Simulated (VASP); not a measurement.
# HfNbTe4 (P4/mmm) in VASP: a series of runs

HfNbTe4 is run at these levels: PBE; tasks: single point.

Program: VASP 6.6.1. These are calculated values, not measurements. Logs are shortened: lines on timing, memory, paths and dates and some standing lists are left out, and cuts for length are marked.

## Step 1: The cell of the first run

The structure is tetragonal, space group P4/mmm (No. 123). Conventional cell: a = 4.954 Å, b = 4.954 Å, c = 6.973 Å, α = 90.00°, β = 90.00°, γ = 90.00°. Hf (site symmetry 4/mmm) has 8 Te at 3.06 Å within 4.0 Å. Nb (site symmetry 4/mmm) has 8 Te at 3.00 Å within 4.0 Å. Te (site symmetry 2mm) has 2 Nb at 3.00 Å and 2 Hf at 3.06 Å and 6 Te at 3.39 to 3.58 Å within 4.0 Å.

The cell was built from a structure type or drawn by symmetry, and may not be a known phase.

## Step 2: Single point, PBE

Contents of INCAR:

```
SYSTEM = HfNbTe4
ALGO     = Normal         ! electronic algorithm
EDIFF    = 1E-6           ! SCF threshold, eV
ENCUT    = 520            ! plane-wave cutoff, eV
GGA      = PE             ! functional
ISIF     = 2              ! what is computed and relaxed
ISMEAR   = 0              ! smearing method
LASPH    = .True.         ! aspherical terms in the spheres
LCHARG   = .True.         ! write CHGCAR
LELF     = .True.         ! ELF
LREAL    = .False.        ! projectors in reciprocal space
LVHAR    = .True.       
LWAVE    = .False.        ! write WAVECAR
NBANDS   = 32             ! bands
NELM     = 100            ! most SCF steps
PREC     = Accurate       ! precision mode
SIGMA    = 0.1            ! smearing width, eV
```

Contents of KPOINTS:

```
k-points
0
Gamma
  4 4 4
  0 0 0
```

Contents of POSCAR:

```
HfNbTe4
1.0
    4.9538770553      0.0000000000      0.0000000000
    0.0000000000      4.9538770553      0.0000000000
    0.0000000000      0.0000000000      6.9733324882
Hf Nb Te
1 1 4
Direct
    0.0000000000      0.0000000000      0.5000000000
    0.5000000000      0.5000000000      0.0000000000
    0.0000000000      0.5000000000      0.2432698895
    0.5000000000      0.0000000000      0.2432698895
    0.0000000000      0.5000000000      0.7567301105
    0.5000000000      0.0000000000      0.7567301105
```

Potentials or basis: VASP PAW PBE potentials, release 64 (Hf_pv, Nb_sv, Te).

The run is started by

```bash
> cat potpaw_PBE.64/Hf_pv/POTCAR potpaw_PBE.64/Nb_sv/POTCAR potpaw_PBE.64/Te/POTCAR > POTCAR
> mpirun -np 1 vasp_std > vasp.out
```

OUTCAR:

```text
SYSTEM = HfNbTe4
   EDIFF = 1E-6
   ENCUT = 520
   GGA = PE
   ISIF = 2
   ISMEAR = 0
   LASPH = .True.
   LREAL = .False.
   NELM = 100
   PREC = Accurate

 ion  position               nearest neighbor table
   1  0.000  0.000  0.500-   3 3.06   4 3.06   5 3.06   6 3.06   3 3.06   5 3.06   4 3.06   6 3.06

   2  0.500  0.500  0.000-   3 3.00   4 3.00   5 3.00   6 3.00   4 3.00   6 3.00   3 3.00   5 3.00

   3  0.000  0.500  0.243-   2 3.00   2 3.00   1 3.06   1 3.06   5 3.39   4 3.50   4 3.50   4 3.50
                             4 3.50   5 3.58
   4  0.500  0.000  0.243-   2 3.00   2 3.00   1 3.06   1 3.06   6 3.39   3 3.50   3 3.50   3 3.50
                             3 3.50   6 3.58
   5  0.000  0.500  0.757-   2 3.00   2 3.00   1 3.06   1 3.06   3 3.39   6 3.50   6 3.50   6 3.50
                             6 3.50   3 3.58
   6  0.500  0.000  0.757-   2 3.00   2 3.00   1 3.06   1 3.06   4 3.39   5 3.50   5 3.50   5 3.50
                             5 3.50   4 3.58

  LATTYP: Found a simple tetragonal cell.
 ALAT       =     4.9538770553
 C/A-ratio  =     1.4076515041

  Lattice vectors:

 A1 = (   4.9538770553,   0.0000000000,   0.0000000000)
 A2 = (   0.0000000000,   4.9538770553,   0.0000000000)
 A3 = (   0.0000000000,   0.0000000000,   6.9733324882)

Analysis of symmetry for initial positions (statically):
=====================================================================
 Subroutine PRICEL returns:
 Original cell was already a primitive cell.

 Routine SETGRP: Setting up the symmetry group for a
 simple tetragonal supercell.

 Subroutine GETGRP returns: Found 16 space group operations
 (whereof 16 operations were pure point group operations)
 out of a pool of 16 trial point group operations.

The static configuration has the point symmetry D_4h.

Analysis of symmetry for dynamics (positions and initial velocities):
=====================================================================
 Subroutine PRICEL returns:
 Original cell was already a primitive cell.

 Routine SETGRP: Setting up the symmetry group for a
 simple tetragonal supercell.

 Subroutine GETGRP returns: Found 16 space group operations
 (whereof 16 operations were pure point group operations)
 out of a pool of 16 trial point group operations.

The dynamic configuration has the point symmetry D_4h.

 Subroutine INISYM returns: Found 16 space group operations
 (whereof 16 operations are pure point group operations),
 and found     1 'primitive' translations

----------------------------------------------------------------------------------------

[... 98 lines left out ...]
   NFREE  =      0    steps in history (QN), initial steepest desc. (CG)
   ISIF   =      2    stress and relaxation
   ISYM   =      2    0-nonsym 1-usesym 2-fastsym
   POTIM  = 0.5000    time-step for ionic-motion
   TEBEG  =    0.0;   TEEND  =   0.0 temperature during run
   PSTRESS=    0.0 pullay stress
   NELECT =      47.0000    total number of electrons
   NUPDOWN=      -1.0000    fix difference up-down
   EMIN   =  10.00;   EMAX   =-10.00  energy-range for DOS
   EFERMI =   0.00;   METHOD = LEGACY
   ISMEAR =     0;   SIGMA  =   0.10  broadening in eV -4-tet -1-fermi 0-gaus
   EFERMI_NEDOS =   21; number of points for ismear=-14 and -15
   IALGO  =     38    algorithm
   IMIX   =      4    mixing-type and parameters
     AMIX     =   0.40;   BMIX     =  1.00
     AMIX_MAG =   1.60;   BMIX_MAG =  1.00
  volume/ion in A,a.u.               =      28.52       192.48
  Fermi-wavevector in a.u.,A,eV,Ry     =   1.064136  2.010926 15.407042  1.132386
  Thomas-Fermi vector in A             =   2.199644
   LORBIT       =      0    0 simple, 1 ext, 2 COOP (PROOUT), +10 PAW based schemes
   GGA     = PE    functional components
   LHFCALC =     F    Hartree Fock is set to
   AEXX    =    0.0000 exact exchange contribution
   IVDW    =     0    specifies the selected vdW correction
   LEPSILON=     F    determine dielectric tensor
   LRPA    =     F    only Hartree local field effects (RPA)
 non-spin polarized calculation
 Gauss-broadening in eV      SIGMA  =   0.10
  energy-cutoff  :      520.00
  volume of cell :      171.13
 maximum number of plane-waves:      4636
 NGX is ok and might be reduce to    40
   NGX = 19   NGY = 19   NGZ = 25

 number of electron      46.9999998 magnetization

 Free energy of the ion-electron system (eV)
  ---------------------------------------------------
  ext. energy  EPLUGINS =         0.00000000
  ---------------------------------------------------
  free energy    TOTEN  =       -33.87640570 eV

  energy without entropy =      -33.83188023  energy(sigma->0) =      -33.85414296

 E-fermi :   6.9589     XC(G=0):  -9.8192

 val. band max:        6.9531322800   @ k =   0.5000   0.2500   0.0000
 cond. band min:       6.9626749899   @ k =   0.2500   0.2500   0.5000
 fundamental gap:      0.0095427099
 Fermi energy:         6.9588625424

 k-point     1 :       0.0000    0.0000    0.0000
  band No.  band energies     occupation
      1     -48.5148      2.00000
      2     -25.0029      2.00000
      3     -25.0029      2.00000
      4     -24.9734      2.00000
      5     -24.5713      2.00000
      6     -24.5596      2.00000
[... 619 lines left out ...]
     31       9.3215      0.00000
     32      10.6710      0.00000

------------------------ aborting loop because EDIFF is reached ----------------------------------------

  FORCE on cell =-STRESS in cart. coord.  units (eV):
  Direction    XX          YY          ZZ          XY          YZ          ZX
  --------------------------------------------------------------------------------------
  -------------------------------------------------------------------------------------
  Total       -0.2094779     -0.2094779     -0.2290073      0.0000000      0.0000000      0.0000000
  in kB       -1.9611825     -1.9611825     -2.1440208      0.0000000      0.0000000      0.0000000
  external PRESSURE =      -2.0221286 kB  Pullay stress =       0.0000000 kB

 VOLUME and BASIS-vectors are now :
 -----------------------------------------------------------------------------
  energy-cutoff  :      520.00
  volume of cell :      171.13
      direct lattice vectors                 reciprocal lattice vectors
     4.953877055  0.000000000  0.000000000     0.201862095  0.000000000  0.000000000
     0.000000000  4.953877055  0.000000000     0.000000000  0.201862095  0.000000000
     0.000000000  0.000000000  6.973332488     0.000000000  0.000000000  0.143403459

 POSITION                                       TOTAL-FORCE (eV/Angst)
 -----------------------------------------------------------------------------------
      0.00000      0.00000      3.48667         0.000000     -0.000000      0.000000
      2.47694      2.47694      0.00000         0.000000     -0.000000      0.000000
      0.00000      2.47694      1.69640         0.000000      0.000000      0.009957
      2.47694      0.00000      1.69640        -0.000000     -0.000000      0.009957
      0.00000      2.47694      5.27693         0.000000     -0.000000     -0.009957
      2.47694      0.00000      5.27693        -0.000000     -0.000000     -0.009957
 -----------------------------------------------------------------------------------
    total drift:                                0.000000     -0.000000     -0.000000

  FREE ENERGIE OF THE ION-ELECTRON SYSTEM (eV)
  ---------------------------------------------------
  free  energy   TOTEN  =       -33.8764056983 eV

  energy  without entropy=      -33.8318802280  energy(sigma->0) =      -33.85414296
```

Wall time 2.2 min (1 thread of Intel Xeon Platinum 8488C (Sapphire Rapids), shared host); peak memory 0.33 GiB.

What came out:

| Property | Result |
| --- | --- |
| Free energy | -33.8764 eV |
| Pressure | -0.2 GPa |
| Largest force | 0.010 eV/Å |
| Band gap on the k mesh | zero (an odd number of electrons rules out a gap without spin polarisation) |

Forces on the atoms (eV/Å):
```
Hf   0.000  0.000  0.000
Nb   0.000  0.000  0.000
Te   0.000  0.000  0.010
Te   0.000  0.000  0.010
Te   0.000  0.000 -0.010
Te   0.000  0.000 -0.010
```

Caveat: spin-orbit coupling is left out, which moves the levels of the heavy elements.

## Step 3: Single point, PBE

This run uses another cell than the first one, of 32.38 Å³/atom.

Contents of INCAR:

```
ALGO = Normal
EDIFF = 1E-7
ENCUT = 520
GGA = PE
ISIF = 2
ISMEAR = 0
LASPH = T
LCHARG = F
LREAL = F
LWAVE = F
NBANDS = 32
NELM = 60
PREC = Accurate
SIGMA = 0.1
```

Contents of KPOINTS:

```
k-points
0
Gamma
  4 4 4
```

Contents of POSCAR:

```
HfNbTe4
1.0
    5.1517578100      0.0000000000      0.0000000000
    0.0000000000      5.1517578100      0.0000000000
    0.0000000000      0.0000000000      7.3198950200
Hf Nb Te
1 1 4
Direct
    0.0000000000      0.0000000000      0.5000000000
    0.5000000000      0.5000000000      0.0000000000
    0.0000000000      0.5000000000      0.2579450000
    0.5000000000      0.0000000000      0.2579450000
    0.0000000000      0.5000000000      0.7420550000
    0.5000000000      0.0000000000      0.7420550000
```

Potentials or basis: VASP PAW PBE potentials, release 64 (Hf_pv, Nb_sv, Te).

The run is started by

```bash
> cat potpaw_PBE.64/Hf_pv/POTCAR potpaw_PBE.64/Nb_sv/POTCAR potpaw_PBE.64/Te/POTCAR > POTCAR
> mpirun -np 1 vasp_std > vasp.out
```

It took 2.2 min on 1 thread of Intel Xeon Platinum 8488C (Sapphire Rapids), shared host; peak memory 0.34 GiB.

Results (log left out):

```yaml
Free_energy: -33.1589 eV
Pressure: -6.7 GPa
Largest_force: 0.663 eV/Å
Band_gap_on_the_k_mesh: zero (an odd number of electrons rules out a gap without spin polarisation)
```

Forces in eV/Å, atoms in the order of the input:
```
Hf   0.000  0.000  0.000
Nb   0.000  0.000  0.000
Te   0.000  0.000 -0.663
Te   0.000  0.000 -0.663
Te   0.000  0.000  0.663
Te   0.000  0.000  0.663
```

Stress tensor (GPa, compression positive):
```
-6.43  0.00  0.00
 0.00 -6.43  0.00
 0.00  0.00 -7.17
```

Levels at points of the mesh, in eV from the Fermi level:
| k point | band 19 | band 20 | band 21 | band 22 | band 23 | band 24 | band 25 | band 26 | band 27 | band 28 |
| --- | --- | --- | --- | --- | --- | --- | --- | --- | --- | --- |
| (0.00, 0.00, 0.00) | -1.32 | -0.56 | -0.37 | -0.33 | -0.33 | -0.13 | 0.02 | 0.60 | 1.07 | 1.08 |
| (0.50, 0.00, 0.00) | -2.76 | -1.86 | -1.73 | -0.89 | -0.65 | -0.09 | 0.30 | 0.51 | 1.08 | 1.13 |
| (0.50, 0.50, 0.00) | -1.34 | -1.34 | -1.22 | -0.65 | -0.20 | 0.28 | 0.66 | 1.03 | 1.17 | 1.17 |
| (0.00, 0.00, 0.50) | -2.01 | -0.87 | -0.87 | -0.58 | -0.58 | -0.12 | -0.05 | 0.10 | 0.49 | 1.70 |
| (0.50, 0.00, 0.50) | -2.40 | -2.27 | -2.22 | -2.09 | -2.00 | -0.07 | 0.04 | 0.25 | 0.38 | 1.03 |
| (0.50, 0.50, 0.50) | -2.32 | -1.34 | -1.14 | 0.02 | 0.24 | 0.43 | 0.79 | 0.80 | 0.99 | 1.02 |

Caveat: the cell stands under tension; spin-orbit coupling is left out, which moves the levels of the heavy elements.
